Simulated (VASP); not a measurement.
# W (I4/mmm) in VASP: a series of runs

W is run at these levels: PBEsol; tasks: single point.

Program: VASP 6.6.1. These are calculated values, not measurements. Logs are shortened: lines on timing, memory, paths and dates and some standing lists are left out, and cuts for length are marked.

**1. The cell of the first run**

The structure is tetragonal, space group I4/mmm (No. 139). The conventional cell has a = 3.195 Å, b = 3.195 Å, c = 3.354 Å, α = 90.00°, β = 90.00°, γ = 90.00°. Within 3.7 Å of W (site symmetry 4/mmm) lie 14 W at 2.81 to 3.35 Å.

**2. Single point, PBEsol (strain +0.000 along x and y, +0.050 along z)**

INCAR

```
SYSTEM = W
  PREC = Accurate
  ENCUT = 520
  EDIFF = 1E-6
  ISMEAR = 0
  SIGMA = 0.15
  LREAL = .FALSE.
  LASPH = .TRUE.
  NELM = 60
  ALGO = Fast
  ISIF = 2
  LWAVE = .FALSE.
  LCHARG = .FALSE.
  GGA = PS
  NBANDS = 13
```

KPOINTS

```
Automatic mesh
0
G
  20 20 20
  0 0 0
```

POSCAR

```
W
1.0
   -1.5973000000      1.5973000000      1.6771650000
    1.5973000000     -1.5973000000      1.6771650000
    1.5973000000      1.5973000000     -1.6771650000
W
1
Direct
    0.0000000000      0.0000000000      0.0000000000
```

Potentials or basis: VASP PAW PBE potentials, release 64 (W_sv).

Launch:

```
cat potpaw_PBE.64/W_sv/POTCAR > POTCAR
mpirun -np 1 vasp_std > vasp.out
```

OUTCAR:

```text
SYSTEM = W
   PREC = Accurate
   ENCUT = 520
   EDIFF = 1E-6
   ISMEAR = 0
   LREAL = .FALSE.
   LASPH = .TRUE.
   NELM = 60
   ISIF = 2
   GGA = PS

 ion  position               nearest neighbor table
   1  0.000  0.000  0.000-

  LATTYP: Found a body centered tetragonal cell.
 ALAT       =     3.1946000000
 C/A-ratio  =     1.0500000000

  Lattice vectors:

 A1 = (  -1.5973000000,   1.5973000000,   1.6771650000)
 A2 = (   1.5973000000,  -1.5973000000,   1.6771650000)
 A3 = (   1.5973000000,   1.5973000000,  -1.6771650000)

Analysis of symmetry for initial positions (statically):
=====================================================================
 Subroutine PRICEL returns:
 Original cell was already a primitive cell.

 Routine SETGRP: Setting up the symmetry group for a
 body centered tetragonal supercell.

 Subroutine GETGRP returns: Found 16 space group operations
 (whereof 16 operations were pure point group operations)
 out of a pool of 16 trial point group operations.

The static configuration has the point symmetry D_4h.

Analysis of symmetry for dynamics (positions and initial velocities):
=====================================================================
 Subroutine PRICEL returns:
 Original cell was already a primitive cell.

 Routine SETGRP: Setting up the symmetry group for a
 body centered tetragonal supercell.

 Subroutine GETGRP returns: Found 16 space group operations
 (whereof 16 operations were pure point group operations)
 out of a pool of 16 trial point group operations.

The dynamic configuration has the point symmetry D_4h.

 Subroutine INISYM returns: Found 16 space group operations
 (whereof 16 operations are pure point group operations),
 and found     1 'primitive' translations

----------------------------------------------------------------------------------------

                                     Primitive cell

  volume of cell :      17.1163

  direct lattice vectors                    reciprocal lattice vectors
    -1.597300000  1.597300000  1.677165000     0.000000000  0.313028235  0.298122129
     1.597300000 -1.597300000  1.677165000     0.313028235  0.000000000  0.298122129
     1.597300000  1.597300000 -1.677165000     0.313028235  0.313028235  0.000000000

  length of vectors
     2.813470636  2.813470636  2.813470636     0.432277087  0.432277087  0.442688776

  position of ions in fractional coordinates (direct lattice)
     0.000000000  0.000000000  0.000000000

  ion indices of the primitive-cell ions
   primitive index   ion index
                 1           1

----------------------------------------------------------------------------------------

 KPOINTS: Automatic mesh

Automatic generation of k-mesh.
 Grid dimensions read from file:
 generate k-points for:   20   20   20

 Generating k-lattice:

  Cartesian coordinates                     Fractional coordinates (reciprocal lattice)
     0.000000000  0.015651412  0.014906106     0.050000000  0.000000000  0.000000000
     0.015651412  0.000000000  0.014906106     0.000000000  0.050000000  0.000000000
     0.015651412  0.015651412  0.000000000     0.000000000  0.000000000  0.050000000

  Length of vectors
     0.021613854  0.021613854  0.022134439

  Shift w.r.t. Gamma in fractional coordinates (k-lattice)
     0.000000000  0.000000000  0.000000000

 Subroutine IBZKPT returns following result:
 ===========================================

 Found    641 irreducible k-points:

 Following reciprocal coordinates:
            Coordinates               Weight
  0.000000  0.000000  0.000000      1.000000
  0.050000 -0.000000  0.000000      8.000000
  0.100000  0.000000 -0.000000      8.000000
  0.150000  0.000000 -0.000000      8.000000
  0.200000  0.000000 -0.000000      8.000000
  0.250000  0.000000 -0.000000      8.000000
[... 16 lines left out ...]
 -0.400000  0.050000 -0.000000     16.000000
 -0.350000  0.050000  0.000000     16.000000
 [... further k-points ...]
   k-points           NKPTS =    641   k-points in BZ     NKDIM =    641   number of bands    NBANDS=     13
   number of dos      NEDOS =    301   number of ions     NIONS =      1
   total plane-waves  NPLWV =  13824
   dimension x,y,z NGX =    24 NGY =   24 NGZ =   24
   dimension x,y,z NGXF=    48 NGYF=   48 NGZF=   48
   ions per type =               1
   NGX,Y,Z   is equivalent  to a cutoff of  14.18, 14.18, 14.18 a.u.
   NGXF,Y,Z  is equivalent  to a cutoff of  28.36, 28.36, 28.36 a.u.
 SYSTEM =  W
   PREC   = accura    normal or accurate (medium, high low for compatibility)
   ISTART =      0    job   : 0-new  1-cont  2-samecut
   ICHARG =      2    charge: 1-file 2-atom 10-const
   ISPIN  =      1    spin polarized calculation?
   LNONCOLLINEAR =      F non collinear calculations
   LSORBIT =      F    spin-orbit coupling
   LASPH  =      T    aspherical Exc in radial PAW
   ENCUT  =  520.0 eV  38.22 Ry    6.18 a.u.   5.23  5.23  5.23*2*pi/ulx,y,z
   NELM   =     60;   NELMIN=  2; NELMDL= -5     # of ELM steps
   EDIFF  = 0.1E-05   stopping-criterion for ELM
   LREAL  =      F    real-space projection
   EDIFFG = 0.1E-04   stopping-criterion for IOM
   NSW    =      0    number of steps for IOM
   IBRION =     -1    ionic relax: 0-MD 1-quasi-New 2-CG
   NFREE  =      0    steps in history (QN), initial steepest desc. (CG)
   ISIF   =      2    stress and relaxation
   ISYM   =      2    0-nonsym 1-usesym 2-fastsym
   POTIM  = 0.5000    time-step for ionic-motion
   TEBEG  =    0.0;   TEEND  =   0.0 temperature during run
   PSTRESS=    0.0 pullay stress
   NELECT =      14.0000    total number of electrons
   NUPDOWN=      -1.0000    fix difference up-down
   EMIN   =  10.00;   EMAX   =-10.00  energy-range for DOS
   EFERMI =   0.00;   METHOD = LEGACY
   ISMEAR =     0;   SIGMA  =   0.15  broadening in eV -4-tet -1-fermi 0-gaus
   EFERMI_NEDOS =   21; number of points for ismear=-14 and -15
   IALGO  =     68    algorithm
   IMIX   =      4    mixing-type and parameters
     AMIX     =   0.40;   BMIX     =  1.00
     AMIX_MAG =   1.60;   BMIX_MAG =  1.00
  volume/ion in A,a.u.               =      17.12       115.51
  Fermi-wavevector in a.u.,A,eV,Ry     =   1.531021  2.893211 31.892416  2.344026
  Thomas-Fermi vector in A             =   2.638424
   LORBIT       =      0    0 simple, 1 ext, 2 COOP (PROOUT), +10 PAW based schemes
   GGA     = PS    functional components
   LHFCALC =     F    Hartree Fock is set to
   AEXX    =    0.0000 exact exchange contribution
   IVDW    =     0    specifies the selected vdW correction
   LEPSILON=     F    determine dielectric tensor
   LRPA    =     F    only Hartree local field effects (RPA)
 non-spin polarized calculation
 RMM-DIIS sequential band-by-band and
 Gauss-broadening in eV      SIGMA  =   0.15
  energy-cutoff  :      520.00
  volume of cell :       17.12
 maximum number of plane-waves:       476
 NGX is ok and might be reduce to    24
   NGX = 11   NGY = 11   NGZ = 11

 number of electron      14.0000001 magnetization

 Free energy of the ion-electron system (eV)
  ---------------------------------------------------
  ext. energy  EPLUGINS =         0.00000000
  ---------------------------------------------------
  free energy    TOTEN  =       -13.67943637 eV

  energy without entropy =      -13.67423239  energy(sigma->0) =      -13.67683438

 E-fermi :  10.2074     XC(G=0): -13.3312

 val. band max:       10.2027812274   @ k =   0.5000   0.4000   0.0500
 cond. band min:      10.2074210259   @ k =  -0.2500   0.5000   0.2500
 fundamental gap:      0.0046397985
 Fermi energy:        10.2073745676

 k-point     1 :       0.0000    0.0000    0.0000
  band No.  band energies     occupation
      1     -64.0586      2.00000
      2     -27.7267      2.00000
      3     -27.7090      2.00000
      4     -27.7090      2.00000
      5       0.9776      2.00000
      6       8.9197      2.00000
      7       8.9197      2.00000
      8       9.4844      2.00000
      9      11.8514      0.00000
     10      12.5920      0.00000
     11      24.0112      0.00000
     12      24.8755      0.00000
     13      24.8755      0.00000

 k-point     2 :       0.0500   -0.0000    0.0000
  band No.  band energies     occupation
      1     -64.0563      2.00000
      2     -27.7465      2.00000
      3     -27.7169      2.00000
      4     -27.7153      2.00000
      5       1.0870      2.00000
      6       8.9100      2.00000
      7       8.9365      2.00000
      8       9.5086      2.00000
      9      11.7816      0.00000
     10      12.5560      0.00000
     11      24.1953      0.00000
     12      25.0312      0.00000
     13      25.0601      0.00000

 k-point     3 :       0.1000    0.0000   -0.0000
  band No.  band energies     occupation
      1     -64.0497      2.00000
      2     -27.8201      2.00000
      3     -27.7398      2.00000
      4     -27.7170      2.00000
      5       1.4064      2.00000
      6       8.8653      2.00000
      7       8.8790      2.00000
      8       9.6979      2.00000
      9      11.6043      0.00000
     10      12.4873      0.00000
     11      24.6081      0.00000
     12      25.4930      0.00000
     13      25.6013      0.00000
[... 305 lines left out ...]
 k-point    23 :      -0.4000    0.0500   -0.0000
  band No.  band energies     occupation
      1     -63.9774      2.00000
      2     -28.5809      2.00000
      3     -27.9834      2.00000
      4     -27.7273      2.00000
      5       4.3701      2.00000
      6       7.4394      2.00000
      7       9.0549      2.00000
      8      11.7214      0.00000
      9      12.9298      0.00000
     10      14.2358      0.00000
     11      21.7604      0.00000
     12      22.6255      0.00000
     13      28.3948      0.00000

 k-point    24 :      -0.3500    0.0500    0.0000
  band No.  band energies     occupation
      1     -63.9891      2.00000
      2     -28.4627      2.00000
      3     -27.9425      2.00000
      4     -27.7281      2.00000
      5       4.1112      2.00000
      6       7.6554      2.00000
      7       8.5418      2.00000
      8      11.5721      0.00000
      9      12.7852      0.00000
     10      13.2212      0.00000
     11      23.1603      0.00000
     12      23.4359      0.00000
     13      29.9504      0.00000

 [... further k-points ...]
[... 5 lines left out ...]
  --------------------------------------------------------------------------------------
  -------------------------------------------------------------------------------------
  Total       -1.9723424     -1.9723424     -3.3603381      0.0000000     -0.0000000     -0.0000000
  in kB     -184.6222874   -184.6222874   -314.5464579      0.0000000     -0.0000000     -0.0000000
  external PRESSURE =    -227.9303442 kB  Pullay stress =       0.0000000 kB

 VOLUME and BASIS-vectors are now :
 -----------------------------------------------------------------------------
  energy-cutoff  :      520.00
  volume of cell :       17.12
      direct lattice vectors                 reciprocal lattice vectors
    -1.597300000  1.597300000  1.677165000     0.000000000  0.313028235  0.298122129
     1.597300000 -1.597300000  1.677165000     0.313028235  0.000000000  0.298122129
     1.597300000  1.597300000 -1.677165000     0.313028235  0.313028235  0.000000000

 POSITION                                       TOTAL-FORCE (eV/Angst)
 -----------------------------------------------------------------------------------
      0.00000      0.00000      0.00000         0.000000     -0.000000      0.000000
 -----------------------------------------------------------------------------------
    total drift:                                0.000000      0.000000     -0.000000

  FREE ENERGIE OF THE ION-ELECTRON SYSTEM (eV)
  ---------------------------------------------------
  free  energy   TOTEN  =       -13.6794363689 eV

  energy  without entropy=      -13.6742323852  energy(sigma->0) =      -13.67683438
```

Run time: 44 s. Hardware: 1 thread of Intel Xeon 6975P-C (Granite Rapids), shared host; peak memory 0.25 GiB.

Results:

| Property | Result |
| --- | --- |
| Free energy | -13.6794 eV |
| Pressure | -22.8 GPa |
| Band gap on the k mesh | zero (band 7 reaches 14.72 eV, above the bottom of band 8 at 9.35 eV) |

Caveat: the cell differs from its parent crystal (strain +0.000 along x and y, +0.050 along z); the PAW data sets were made with another functional, which shifts forces and pressure a little; spin-orbit coupling is left out, which moves the levels of the heavy elements.

**3. Single point, PBEsol (strain +0.025 along x and y, +0.000 along z)**

INCAR

```
ALGO = Fast ; EDIFF = 1E-7
ENCUT = 520 ; GGA = PS
ISIF = 2 ; ISMEAR = 0
LASPH = T ; LCHARG = T
LELF = T ; LREAL = F
LVHAR = T ; LWAVE = F
NBANDS = 13 ; NELM = 60
PREC = Accurate ; SIGMA = 0.15
```

KPOINTS

```
k-points
0
Gamma
  20 20 20
```

POSCAR

```
W
1.0
   -1.6372325000      1.6372325000      1.5973000000
    1.6372325000     -1.6372325000      1.5973000000
    1.6372325000      1.6372325000     -1.5973000000
W
1
Direct
    0.0000000000      0.0000000000      0.0000000000
```

Potentials or basis: VASP PAW PBE potentials, release 64 (W_sv).

Launch:

```
cat potpaw_PBE.64/W_sv/POTCAR > POTCAR
mpirun -np 1 vasp_std > vasp.out
```

It took 46 s on 1 thread of Intel Xeon 6975P-C (Granite Rapids), shared host; peak memory 0.25 GiB.

It converged, with:

```
Free energy            : -13.6951 eV
Pressure               : -23.2 GPa
Band gap on the k mesh : zero (band 7 reaches 14.79 eV, above the bottom of band 8 at 9.14 eV)
```

Stress tensor (GPa, compression positive):
```
-25.59   0.00   0.00
  0.00 -25.59   0.00
  0.00   0.00 -18.44
```

Levels at points of the mesh, in eV from the Fermi level:
| k point | band 3 | band 4 | band 5 | band 6 | band 7 | band 8 | band 9 | band 10 | band 11 | band 12 |
| --- | --- | --- | --- | --- | --- | --- | --- | --- | --- | --- |
| (0.00, 0.00, 0.00) | -37.94 | -37.93 | -9.24 | -1.33 | -1.03 | -1.03 | 1.82 | 2.22 | 14.19 | 14.19 |
| (0.50, 0.00, 0.00) | -38.28 | -37.95 | -5.82 | -3.34 | 0.50 | 1.96 | 2.89 | 5.49 | 9.89 | 11.22 |
| (0.50, 0.50, 0.00) | -38.25 | -37.94 | -5.84 | -3.03 | 0.32 | 1.62 | 2.63 | 5.43 | 9.72 | 11.37 |
| (0.50, 0.50, 0.50) | -38.67 | -38.61 | -5.31 | -5.25 | 4.58 | 4.58 | 4.68 | 7.42 | 7.42 | 8.08 |

Caveat: the cell differs from its parent crystal (strain +0.025 along x and y, +0.000 along z); the PAW data sets were made with another functional, which shifts forces and pressure a little; spin-orbit coupling is left out, which moves the levels of the heavy elements.

**4. Single point, PBEsol (strain +0.025 along x and y, +0.050 along z)**

INCAR

```
SYSTEM = W
PREC = Accurate ; ENCUT = 520
EDIFF = 1E-7 ; ISMEAR = 0
SIGMA = 0.15 ; LREAL = .FALSE.
LASPH = .TRUE. ; NELM = 80
ALGO = Fast ; ISIF = 2
LWAVE = .FALSE. ; LCHARG = .FALSE.
GGA = PS ; NBANDS = 13
```

KPOINTS

```
regular mesh
0
G
  20 20 20
  0 0 0
```

POSCAR

```
W
1.0
   -1.6372325000      1.6372325000      1.6771650000
    1.6372325000     -1.6372325000      1.6771650000
    1.6372325000      1.6372325000     -1.6771650000
W
1
Direct
    0.0000000000      0.0000000000      0.0000000000
```

Launch:

```
cat potpaw_PBE.64/W_sv/POTCAR > POTCAR
mpirun -np 1 vasp_std > vasp.out
```

Wall time 45 s (1 thread of Intel Xeon 6975P-C (Granite Rapids), shared host); peak memory 0.25 GiB.

The run converged. Its results:

* Free energy: -13.5449 eV
* Pressure: -32.8 GPa
* Band gap on the k mesh: zero (band 7 reaches 13.80 eV, above the bottom of band 8 at 8.65 eV)

Stress tensor (GPa, compression positive):
```
-30.87   0.00   0.00
  0.00 -30.87   0.00
  0.00   0.00 -36.78
```

Levels at points of the mesh, in eV from the Fermi level:
| k point | band 4 | band 5 | band 6 | band 7 | band 8 | band 9 | band 10 | band 11 |
| --- | --- | --- | --- | --- | --- | --- | --- | --- |
| (0.00, 0.00, 0.00) | -38.05 | -8.95 | -1.14 | -1.14 | -0.88 | 1.74 | 2.08 | 13.95 |
| (0.50, 0.00, 0.00) | -38.06 | -5.53 | -2.93 | 0.29 | 1.60 | 2.57 | 5.06 | 9.08 |
| (0.50, 0.50, 0.00) | -38.07 | -5.51 | -3.21 | 0.45 | 1.99 | 2.71 | 5.13 | 9.25 |
| (0.50, 0.50, 0.50) | -38.64 | -4.96 | -4.90 | 4.24 | 4.33 | 4.33 | 6.89 | 7.52 |

Caveat: the cell differs from its parent crystal (strain +0.025 along x and y, +0.050 along z); the PAW data sets were made with another functional, which shifts forces and pressure a little; spin-orbit coupling is left out, which moves the levels of the heavy elements.

**5. Summary**

| cell | further INCAR settings | gap on the mesh (eV) | pressure (GPa) |
| --- | --- | --- | --- |
| a = 2.813 Å, angles 110.8, 110.8, 106.8°, 1 atom | ALGO = Fast; EDIFF = 1e-06; NBANDS = 13 | none | -22.8 |
| a = 2.813 Å, angles 108.8, 108.8, 110.8°, 1 atom | ALGO = Fast; EDIFF = 1e-07; NBANDS = 13 | none | -23.2 |
| a = 2.859 Å, angles 110.1, 110.1, 108.2°, 1 atom | ALGO = Fast; EDIFF = 1e-07; NBANDS = 13 | none | -32.8 |

Alike in all rows: task single point; level PBEsol; potentials or basis VASP PAW PBE potentials, release 64 (W_sv); no spin polarisation; k mesh 20 × 20 × 20; cutoff (eV) 520; smearing gaussian 0.15 eV.

Caveats: the PAW data sets were made with another functional, which shifts forces and pressure a little; spin-orbit coupling is left out, which moves the levels of the heavy elements.

Absolute energies hang on the potentials; compare differences alone.
